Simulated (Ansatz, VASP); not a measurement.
H in VASP and in Ansatz

The input INCAR:

```
PREC = Accurate
ENCUT = 520
EDIFF = 1E-6
ISMEAR = -1
SIGMA = 0.01
LREAL = F
LASPH = T
NELM = 150
ALGO = Normal
ISIF = 2
LWAVE = F
LCHARG = T
MAGMOM = 0 0 0 0 0 0
LORBIT = 11
LSORBIT = T
GGA_COMPAT = F
LORBMOM = T
GGA = PE
LVHAR = T
NBANDS = 14
```

File KPOINTS:

```
Automatic mesh
0
Gamma
  1 1 1
```

Contents of POSCAR:

```
H
1.0
   12.0000000000      0.0000000000      0.0000000000
    0.0000000000     12.3000000000      0.0000000000
    0.0000000000      0.0000000000     12.6000000000
H
2
Direct
    0.5000000000      0.5000000000      0.4702380952
    0.5000000000      0.5000000000      0.5297619048
```

Input for Ansatz:

```yaml
crystal:
  lattice:
    - [12.0, 0.0, 0.0]
    - [0.0, 12.3, 0.0]
    - [0.0, 0.0, 12.6]
  atoms:
    - { symbol: H, position: [0.5, 0.5, 0.4702380952] }
    - { symbol: H, position: [0.5, 0.5, 0.5297619048] }
hamiltonian:
  xc: pbe
  pseudopotentials:
    kind: paw_fr
    azcp:
      H: "pseudopotentials/H.paw.azcp"
basis:
  ecutwfc: 420
  fft_grid_basis: typed
kpoints:
  mp_grid: { grid: [1, 1, 1], shift: [0, 0, 0] }
magnetization:
  noncollinear: true
  spin_orbit: true
scf:
  occupations: { method: fermi_dirac, width: 0.01 }
```

Alike in both runs: task single point; functional PBE; k mesh 1 × 1 × 1; occupations fermi-dirac, width 0.01 eV; non-collinear spin, spin-orbit coupling.

|  | VASP | Ansatz |
| --- | --- | --- |
| version | VASP 6.6.1 | Ansatz 0.2.0 |
| potentials or method | VASP PAW PBE potentials, release 64 (H), cutoff 520 eV | plane waves (420 eV) with PAW, fully relativistic with spin-orbit coupling |
| valence electrons in the cell | 2 | 2 |

```tsv
	VASP	Ansatz	Ansatz less VASP
net moment per atom (μB)	0.00	0.00	0.000
```

The functional is the same, so the differences come from potentials, cutoffs and numerics.
